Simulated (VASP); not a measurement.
A run of VASP 6.6.1:

The input INCAR:

```
PREC = Accurate
ENCUT = 600
EDIFF = 1E-6
ISMEAR = 0
SIGMA = 0.1
LREAL = F
LASPH = T
NELM = 80
ALGO = Normal
ISIF = 3
LWAVE = F
LCHARG = F
GGA = PE
IBRION = 2
NSW = 90
EDIFFG = -0.04
```

File KPOINTS:

```
regular mesh
0
Gamma
  4 4 4
```

POSCAR

```
Na3TlC
1.0
    4.2459187800      0.0000000000      0.0000000000
    0.0000000000      4.2459187800      0.0000000000
    0.0000000000      0.0000000000      7.2471401100
Na Tl C
3 1 1
Direct
    0.5000000000      0.0000000000      0.9660843600
    0.0000000000      0.5000000000      0.9660843600
    0.0000000000      0.0000000000      0.2911616200
    0.0000000000      0.0000000000      0.6635675200
    0.5000000000      0.5000000000      0.6893354800
```

Potentials or basis: VASP PAW PBE potentials, release 64 (Na_pv, Tl_d, C).

Command:

```bash
$ cat potpaw_PBE.64/Na_pv/POTCAR potpaw_PBE.64/Tl_d/POTCAR potpaw_PBE.64/C/POTCAR > POTCAR
$ mpirun -np 1 vasp_std > vasp.out
```

Hardware: 1 thread of Intel(R) Xeon(R) Platinum 8259CL CPU @ 2.50GHz (Skylake/Cascade Lake), with other jobs on the host.

Problem. Estimate the wall time of this run.

Solution. Wall time 7 min on 1 thread of Intel(R) Xeon(R) Platinum 8259CL CPU @ 2.50GHz (Skylake/Cascade Lake) (shared host), peak memory 0.31 GiB. Counts: scf iterations 127, k points 18, ion steps 14.
